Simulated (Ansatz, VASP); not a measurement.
## MgO in VASP and in Ansatz

```
Mg O
1.0
     0.00000    2.08165    2.08165
     2.08165    0.00000    2.08165
     2.08165    2.08165    0.00000
Mg O
1 1
Direct
  0.00000 0.00000 0.00000
  0.50000 0.50000 0.50000
```

Alike in both runs: task relaxation of cell and atoms; functional LDA; k mesh 8 × 8 × 8; occupations gaussian, width 0.02 eV; no spin polarisation.

|  | VASP | Ansatz |
| --- | --- | --- |
| version | VASP 6.6.1 | Ansatz 0.2.0 |
| potentials or method | VASP PAW LDA potentials, release 64 (Mg_sv, O), cutoff 840 eV | scalar-relativistic, plane waves, PAW |
| valence electrons in the cell | 16 | 16 |

VASP gave:

| Property | Result |
| --- | --- |
| gap on the k mesh at the Fermi level, each at its own relaxed structure (eV) | 5.01 |
| relaxed volume (Å³/atom) | 9.03 |
| relaxed length of the cell vector where the two differ most in proportion (Å) | 2.945 |

Problem. What did Ansatz give for the same quantities?

Solution. gap on the k mesh at the Fermi level, each at its own relaxed structure (eV): 5.03; relaxed volume (Å³/atom): 9.00; relaxed length of the cell vector where the two differ most in proportion (Å): 2.942.

Ansatz warns that its potentials were made for another functional, while VASP's fit it. LDA's correlation is that of Perdew and Zunger in VASP and of Perdew and Wang (1992) in Ansatz.
